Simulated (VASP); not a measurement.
The system is Al5Rh.

```
CELL_PARAMETERS angstrom
4.15826 0.00000 0.00000
-2.07913 3.60116 0.00000
0.00000 0.00000 6.82187
ATOMIC_POSITIONS crystal
Al 0.00000 0.00000 0.19415
Al 0.00000 0.00000 0.80585
Al 0.50000 0.00000 0.00000
Al 0.00000 0.50000 0.00000
Al 0.50000 0.50000 0.00000
Rh 0.00000 0.00000 0.50000
```

The cell was built from a structure type or drawn by symmetry, and may not be a known phase.

* Program: VASP 6.6.1
* Task: relaxation of cell and atoms
* Functional: PBE
* Potentials or basis: VASP PAW PBE potentials, release 64 (Al, Rh_pv)
* Cutoff: 600 eV
* k mesh: 6 × 6 × 4
* Occupations: gaussian, width 0.1 eV
* Spin: no spin polarisation

At the start: pressure 59.8 GPa; volume 17.03 Å³/atom.

Problem. Where does the relaxation end?

Solution. Over 9 steps the energy falls by 1526.5 meV/atom and the volume is 28.79 Å³/atom (+69.1 %); space group P6/mmm (No. 191, to 0.1 Å) before and after.

The path:
```tsv
step	energy change (eV)	largest force (eV/Å)	pressure (GPa)	volume (Å³)
1	0.0000	0.3808	59.77	102.15
2	-7.9957	0.0861	-5.29	226.70
3	-9.0520	0.6348	0.99	171.02
4	-9.0665	0.5357	-0.67	178.80
5	-9.0709	0.5676	-0.21	176.46
6	-9.0694	0.5905	0.15	174.71
7	-9.1169	0.4479	0.03	174.12
8	-9.1588	0.0608	-0.10	172.87
9	-9.1592	0.0217	-0.10	172.75
```

Final structure:
```
CELL_PARAMETERS angstrom
5.18182 0.00000 0.00000
-2.59091 4.48759 0.00000
0.00000 0.00000 7.42872
ATOMIC_POSITIONS crystal
Al 0.00000 0.00000 0.18496
Al 0.00000 0.00000 0.81504
Al 0.50000 0.00000 0.00000
Al 0.00000 0.50000 0.00000
Al 0.50000 0.50000 0.00000
Rh 0.00000 0.00000 0.50000
```

Caveat: the volume moved by over 15 % at a fixed basis, so the end points are rough.
